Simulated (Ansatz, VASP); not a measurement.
## TaSi2: VASP beside Ansatz

Contents of POSCAR:

```
TaSi2
1.0
    4.5409691634      0.0000000000      0.0000000000
   -2.2704845817      3.9325946533      0.0000000000
    0.0000000000      0.0000000000      6.2270176254
Ta Si
3 6
Direct
    0.5000000000      0.0000000000      0.0000000000
    0.5000000000      0.5000000000      0.6666666667
    0.0000000000      0.5000000000      0.3333333333
    0.1582725695      0.3165451391      0.0000000000
    0.8417274305      0.1582725695      0.6666666667
    0.6834548609      0.8417274305      0.3333333333
    0.8417274305      0.6834548609      0.0000000000
    0.1582725695      0.8417274305      0.6666666667
    0.3165451391      0.1582725695      0.3333333333
```

INCAR.step1

```
ALGO = Normal ; EDIFF = 1E-5
ENCUT = 550 ; GGA = PE
GGA_COMPAT = F ; ISMEAR = 0
LASPH = T ; LCHARG = F
LREAL = F ; LWAVE = T
NBANDS = 38 ; NELM = 120
PREC = Accurate ; SIGMA = 0.15
```

The input INCAR.step2:

```
ALGO = Normal ; EDIFF = 1E-6
ENCUT = 550 ; GGA_COMPAT = F
ISIF = 2 ; ISMEAR = 0
ISTART = 1 ; LASPH = T
LCHARG = F ; LMIXTAU = T
LREAL = F ; LWAVE = F
METAGGA = R2SCAN ; NBANDS = 38
NELM = 120 ; PREC = Accurate
SIGMA = 0.15
```

Contents of KPOINTS:

```
k-points
0
Gamma
  12 12 6
```

Input for Ansatz:

```yaml
crystal:
  lattice:
    - [4.5409691634, 0.0, 0.0]
    - [-2.2704845817, 3.9325946533, 0.0]
    - [0.0, 0.0, 6.2270176254]
  atoms:
    - { symbol: Ta, position: [0.5, 0.0, 0.0] }
    - { symbol: Ta, position: [0.5, 0.5, 0.6666666667] }
    - { symbol: Ta, position: [0.0, 0.5, 0.3333333333] }
    - { symbol: Si, position: [0.1582725695, 0.3165451391, 0.0] }
    - { symbol: Si, position: [0.8417274305, 0.1582725695, 0.6666666667] }
    - { symbol: Si, position: [0.6834548609, 0.8417274305, 0.3333333333] }
    - { symbol: Si, position: [0.8417274305, 0.6834548609, 0.0] }
    - { symbol: Si, position: [0.1582725695, 0.8417274305, 0.6666666667] }
    - { symbol: Si, position: [0.3165451391, 0.1582725695, 0.3333333333] }
basis:
  ecutwfc: 500
kpoints:
  mp_grid: { grid: [12, 12, 6] }
hamiltonian:
  xc: r2scan
scf:
  occupations: { method: gaussian, width: 0.15 }
output:
  forces: true
  stress: true
  eigenvalues: true
```

Change from the starting cell: strain -0.050 along x and y, -0.050 along z, atoms carried along.

Alike in both runs: task single point; functional r2SCAN; k mesh 12 × 12 × 6; occupations gaussian, width 0.15 eV; no spin polarisation.

|  | VASP | Ansatz |
| --- | --- | --- |
| version | VASP 6.6.1 | Ansatz 0.2.0 |
| potentials or method | VASP PAW PBE potentials, release 64 (Ta_pv, Si), cutoff 550 eV | scalar-relativistic, plane waves, PAW |
| valence electrons in the cell | 57 | 63 |

|  | VASP | Ansatz | Ansatz less VASP |
| --- | --- | --- | --- |
| gap on the k mesh at the Fermi level (eV) | none | none | - |
| pressure (GPa) | 42.6 | 42.0 | -0.57 |
| traceless stress, the component that is largest in VASP (GPa) | 5.42 | 5.49 | +0.075 |
| rms of the force components (eV/Å) | 0.027 | 0.034 | +0.0075 |

VASP's potentials were made for PBE, not for r2SCAN. Atom by atom the forces differ by 0.007 eV/Å (rms over components). A gap of «none» marks a metal or a gap that the smearing closes. Both programs put the cell under a high pressure, so it lies far from rest at this level. VASP's potentials hold 57 valence electrons a cell and Ansatz's 63, so a difference there can come from the potentials and not from the codes.

Neither program's run includes spin-orbit coupling.
